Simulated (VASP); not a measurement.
# TaN in VASP: further runs, part 3 of 3

VASP 6.6.1. Earlier steps stand in the parts before.

## Step 6: Electric field gradients, PBEsol (equal xy, yz and zx shear strains of -2 %)

INCAR

```
ALGO = Normal
EDIFF = 1E-8
ENCUT = 520
GGA = PS
GGA_COMPAT = False
ISIF = 2
ISMEAR = -1
LASPH = True
LCHARG = False
LEFG = True
LREAL = False
LWAVE = False
NBANDS = 16
NELM = 120
PREC = Accurate
SIGMA = 0.02
```

KPOINTS

```
k-points
0
Gamma
  9 9 9
```

POSCAR

```
TaN
1.0
   -0.0435800000      2.1572100000      2.1572100000
    2.1572100000     -0.0435800000      2.1572100000
    2.1572100000      2.1572100000     -0.0435800000
Ta N
1 1
Direct
    0.5000000000      0.5000000000      0.5000000000
    0.0000000000      0.0000000000      0.0000000000
```

Potentials or basis: VASP PAW PBE potentials, release 64 (Ta_sv_GW, N).

Run with:

```
> cat potpaw_PBE.64/Ta_sv_GW/POTCAR potpaw_PBE.64/N/POTCAR > POTCAR
> mpirun -np 1 vasp_std > vasp.out
```

OUTCAR:

```text
EDIFF = 1E-8
   ENCUT = 520
   GGA = PS
   ISIF = 2
   ISMEAR = -1
   LASPH = True
   LREAL = False
   NELM = 120
   PREC = Accurate

 ion  position               nearest neighbor table
   1  0.500  0.500  0.500-   2 2.18   2 2.18   2 2.18   2 2.18   2 2.18   2 2.18
   2  0.000  0.000  0.000-   1 2.18   1 2.18   1 2.18   1 2.18   1 2.18   1 2.18

  LATTYP: Found a trigonal (rhomboedric) cell.
 ALAT       =     3.0510668928
 COS(alpha) =     0.4797000918

  Lattice vectors:

 A1 = (  -0.0435800000,   2.1572100000,   2.1572100000)
 A2 = (   2.1572100000,  -0.0435800000,   2.1572100000)
 A3 = (   2.1572100000,   2.1572100000,  -0.0435800000)

Analysis of symmetry for initial positions (statically):
=====================================================================
 Subroutine PRICEL returns:
 Original cell was already a primitive cell.

 Routine SETGRP: Setting up the symmetry group for a
 trigonal (rhombohedral) supercell.

 Subroutine GETGRP returns: Found 12 space group operations
 (whereof 12 operations were pure point group operations)
 out of a pool of 12 trial point group operations.

The static configuration has the point symmetry D_3d.

Analysis of symmetry for dynamics (positions and initial velocities):
=====================================================================
 Subroutine PRICEL returns:
 Original cell was already a primitive cell.

 Routine SETGRP: Setting up the symmetry group for a
 trigonal (rhombohedral) supercell.

 Subroutine GETGRP returns: Found 12 space group operations
 (whereof 12 operations were pure point group operations)
 out of a pool of 12 trial point group operations.

The dynamic configuration has the point symmetry D_3d.

 Subroutine INISYM returns: Found 12 space group operations
 (whereof 12 operations are pure point group operations),
[... 152 lines left out ...]
      1     -55.3748      2.00000
      2     -21.5750      2.00000
      3     -21.5750      2.00000
      4     -21.5179      2.00000
      5      -4.9441      2.00000
      6      10.1443      2.00000
[... 433 lines left out ...]
      3     -21.8932      2.00000
      4     -21.8326      2.00000
      5      -3.6280      2.00000
      6       7.1306      2.00000
[... 8 lines left out ...]
     15      23.4116      0.00000
     16      30.0592      0.00000

 [... further k-points ...]
[... 5 lines left out ...]
  --------------------------------------------------------------------------------------
  -------------------------------------------------------------------------------------
  Total        0.5591931      0.5591931      0.5591931      0.1120170      0.1120170      0.1120170
  in kB       43.3113627     43.3113627     43.3113627      8.6760923      8.6760923      8.6760923
  external PRESSURE =      43.3113627 kB  Pullay stress =       0.0000000 kB

 VOLUME and BASIS-vectors are now :
 -----------------------------------------------------------------------------
  energy-cutoff  :      520.00
  volume of cell :       20.69
      direct lattice vectors                 reciprocal lattice vectors
    -0.043580000  2.157210000  2.157210000    -0.224872868  0.229509422  0.229509422
     2.157210000 -0.043580000  2.157210000     0.229509422 -0.224872868  0.229509422
     2.157210000  2.157210000 -0.043580000     0.229509422  0.229509422 -0.224872868

 POSITION                                       TOTAL-FORCE (eV/Angst)
 -----------------------------------------------------------------------------------
      2.13542      2.13542      2.13542        -0.000000      0.000000     -0.000000
      0.00000      0.00000      0.00000         0.000000      0.000000      0.000000
 -----------------------------------------------------------------------------------
    total drift:                                0.000000     -0.000000      0.000000

  FREE ENERGIE OF THE ION-ELECTRON SYSTEM (eV)
  ---------------------------------------------------
  free  energy   TOTEN  =       -25.7496482069 eV

  energy  without entropy=      -25.7487069606  energy(sigma->0) =      -25.74917758

 Electric field gradients (V/A^2)
---------------------------------------------------------------------
 ion       V_xx      V_yy      V_zz      V_xy      V_xz      V_yz
---------------------------------------------------------------------
   1       0.000     0.000    -0.000     2.382     2.382     2.382
   2      -0.000    -0.000     0.000    -0.623    -0.623    -0.623
---------------------------------------------------------------------

 Electric field gradients after diagonalization (V/A^2)
 (convention: |V_zz| > |V_xx| > |V_yy|)
----------------------------------------------------------------------
 ion       V_xx      V_yy      V_zz     asymmetry (V_yy - V_xx)/ V_zz
----------------------------------------------------------------------
   1      -2.382    -2.382     4.764       0.000
   2       0.623     0.623    -1.245       0.000
----------------------------------------------------------------------

           NMR quadrupolar parameters

 Cq : quadrupolar parameter    Cq=e*Q*V_zz/h
 eta: asymmetry parameters     (V_yy - V_xx)/ V_zz
 Q  : nuclear electric quadrupole moment in mb (millibarn)
----------------------------------------------------------------------
 ion       Cq(MHz)       eta       Q (mb)
----------------------------------------------------------------------
   1       0.012       0.000       1.000
   2      -0.003       0.000       1.000
----------------------------------------------------------------------
```

OSZICAR:

```text
N       E                     dE             d eps       ncg     rms          rms(c)
DAV:   1     0.988006972438E+02    0.98801E+02   -0.11383E+04  2760   0.115E+03
DAV:   2    -0.249933700657E+02   -0.12379E+03   -0.11919E+03  3952   0.305E+02
DAV:   3    -0.295805154664E+02   -0.45871E+01   -0.45821E+01  3208   0.528E+01
DAV:   4    -0.296860270513E+02   -0.10551E+00   -0.10551E+00  3840   0.540E+00
DAV:   5    -0.296891016645E+02   -0.30746E-02   -0.30746E-02  3272   0.650E-01    0.507E+01
DAV:   6    -0.259074351076E+02    0.37817E+01   -0.80403E+00  3040   0.245E+01    0.470E+01
DAV:   7    -0.257944216494E+02    0.11301E+00   -0.43510E-01  2944   0.556E+00    0.246E+01
DAV:   8    -0.257515059279E+02    0.42916E-01   -0.14052E-01  3272   0.290E+00    0.501E-01
DAV:   9    -0.257497825652E+02    0.17234E-02   -0.49571E-03  3136   0.642E-01    0.263E-01
DAV:  10    -0.257496560331E+02    0.12653E-03   -0.13374E-03  3008   0.361E-01    0.999E-02
DAV:  11    -0.257496632873E+02   -0.72542E-05   -0.91023E-05  3280   0.931E-02    0.588E-02
DAV:  12    -0.257496479100E+02    0.15377E-04   -0.28606E-05  3160   0.493E-02    0.634E-03
DAV:  13    -0.257496482075E+02   -0.29747E-06   -0.27551E-06  3176   0.128E-02    0.170E-02
DAV:  14    -0.257496482069E+02    0.60550E-09   -0.59222E-09  2680   0.647E-04
   1 F= -.25749648E+02 E0= -.25749178E+02  d E =-.941246E-03
```

It took 14 s on 1 thread of Intel Xeon 6975P-C (Granite Rapids), shared host; peak memory 0.16 GiB.

Results:

- Free energy: -25.7496 eV
- Pressure: 4.3 GPa
- Band gap on the k mesh: zero (band 9 reaches 15.74 eV, above the bottom of band 10 at 11.70 eV)

Electric field gradients, principal values (V/Å²):
| atom | least | middle | greatest (by size) |
| --- | --- | --- | --- |
| 1 Ta | -2.382 | -2.382 | 4.764 |
| 2 N | 0.623 | 0.623 | -1.245 |

Caveat: the cell differs from its parent crystal (equal xy, yz and zx shear strains of -2 %); without QUAD_EFG the Cq values of the log hold for a quadrupole moment of 1 mb, not for the nuclei; the PAW data sets were made with another functional, which shifts forces and pressure a little; spin-orbit coupling is left out, which moves the levels of the heavy elements.

## Step 7: Overview

| potentials or basis | cell | second run | gap on the mesh (eV) | pressure (GPa) |
| --- | --- | --- | --- | --- |
| VASP PAW PBE potentials, release 64 (Ta_pv, N) | a = 3.097, b = 3.097, c = 3.082 Å, angles 60.2, 60.2, 59.7°, 2 atoms | - | none | 1.8 |
| VASP PAW PBE potentials, release 64 (Ta_sv_GW, N) | a = 3.097, b = 3.097, c = 3.082 Å, angles 60.2, 60.2, 59.7°, 2 atoms | valence_matched | none | 0.6 |
| VASP PAW PBE potentials, release 64 (Ta_sv_GW, N) | a = 3.066, b = 3.066, c = 3.051 Å, angles 60.2, 60.2, 59.7°, 2 atoms | valence_matched | none | 12.2 |
| VASP PAW PBE potentials, release 64 (Ta_sv_GW, N) | a = 3.051 Å, angles 61.3°, 2 atoms | valence_matched | none | 4.3 |

Alike in all rows: task electric field gradients; level PBEsol; no spin polarisation; k mesh 9 × 9 × 9; cutoff (eV) 520; smearing fermi-dirac 0.02 eV.

Caveats: the PAW data sets were made with another functional, which shifts forces and pressure a little; spin-orbit coupling is left out, which moves the levels of the heavy elements.

Absolute energies hang on the potentials; compare differences alone.
